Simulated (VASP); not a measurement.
A run of VASP 6.6.1:

INCAR

```
SYSTEM = Zn
PREC = Accurate
ENCUT = 520
EDIFF = 1E-8
ISMEAR = -1
SIGMA = 0.15
LREAL = .False.
LASPH = .True.
NELM = 100
ALGO = Normal
ISIF = 2
LWAVE = .False.
LCHARG = .False.
GGA = PS
IBRION = 8
NSW = 1
```

Contents of KPOINTS:

```
Automatic mesh
0
Gamma
  18 18 8
  0 0 0
```

Contents of POSCAR:

```
Zn
1.0
    2.6029863393      0.0000000000      0.0000000000
   -1.3014931697      2.2542522956      0.0000000000
    0.0000000000      0.0000000000      4.8432435688
Zn
2
Direct
    0.3333333333      0.6666666667      0.2500000000
    0.6666666667      0.3333333333      0.7500000000
```

Potentials or basis: VASP PAW PBE potentials, release 64 (Zn).

Command:

```bash
$ cat potpaw_PBE.64/Zn/POTCAR > POTCAR
$ mpirun -np 1 vasp_std > vasp.out
```

Hardware: 1 thread of Oxide Virtual Turin-like Processor, with other jobs on the host.

Problem. Estimate the wall time of this run.

Solution. Run time: 7.3 min on 1 thread of Oxide Virtual Turin-like Processor (shared host), peak memory 0.71 GiB. Counts: scf iterations 38, k points 185.
